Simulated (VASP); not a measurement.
BeAu2S2: single point with PBE

BeAu2S2:

```xyz
5
Lattice="4.1941 0.0000 0.0000 0.0000 4.1941 0.0000 0.0000 0.0000 7.0884" Properties=species:S:1:pos:R:3 pbc="T T T"
Be    0.0000    0.0000    3.5442
S     0.0000    0.0000    5.4367
S     0.0000    0.0000    1.6517
Au    2.0970    0.0000    0.0000
Au    0.0000    2.0970    0.0000
```

The cell was built from a structure type or drawn by symmetry, and may not be a known phase.

* Program: VASP 6.6.1
* Task: single point
* Functional: PBE
* Potentials or basis: VASP PAW PBE potentials, release 64 (Be, S, Au)
* Cutoff: 520 eV
* k mesh: 6 × 6 × 4
* Occupations: gaussian, width 0.1 eV
* Spin: no spin polarisation

- Pressure: 0.1 GPa
- Largest force: 0.011 eV/Å
- Band gap on the k mesh: zero (bands 18 and 19 overlap by 0.02 eV)

Forces in eV/Å, atoms in the order of the input:
```
Be   0.000  0.000  0.000
S    0.000  0.000 -0.011
S    0.000  0.000  0.011
Au   0.000  0.000  0.000
Au   0.000  0.000  0.000
```

Stress tensor (GPa, compression positive):
```
 0.26  0.00  0.00
 0.00  0.26  0.00
 0.00  0.00 -0.10
```

Levels at points of the mesh, in eV from the Fermi level:
| k point | band 14 | band 15 | band 16 | band 17 | band 18 | band 19 | band 20 | band 21 | band 22 | band 23 |
| --- | --- | --- | --- | --- | --- | --- | --- | --- | --- | --- |
| (0.00, 0.00, 0.00) | -3.18 | -2.69 | -1.78 | -0.16 | -0.01 | -0.01 | 3.02 | 3.02 | 3.23 | 3.48 |
| (0.50, 0.00, 0.00) | -3.16 | -2.47 | -2.18 | -1.61 | -0.12 | -0.01 | 0.63 | 4.03 | 4.27 | 5.04 |
| (0.50, 0.50, 0.00) | -3.23 | -2.81 | -1.61 | -1.61 | -0.65 | 0.26 | 1.17 | 1.17 | 3.80 | 5.52 |
| (0.00, 0.00, 0.50) | -3.01 | -2.69 | -1.78 | -0.75 | -0.75 | 1.00 | 2.19 | 3.33 | 5.07 | 5.15 |
| (0.50, 0.00, 0.50) | -3.11 | -2.85 | -1.95 | -1.82 | -0.69 | 1.34 | 1.68 | 2.46 | 4.10 | 5.28 |
| (0.50, 0.50, 0.50) | -3.23 | -2.81 | -1.33 | -1.33 | -1.07 | 0.32 | 2.77 | 2.77 | 2.99 | 2.99 |

Run time: 32 s on 1 thread of Intel(R) Xeon(R) 6975P-C (Granite Rapids), on a shared host, peak memory 0.27 GiB.

Caveat: spin-orbit coupling is left out, which moves the levels of the heavy elements.
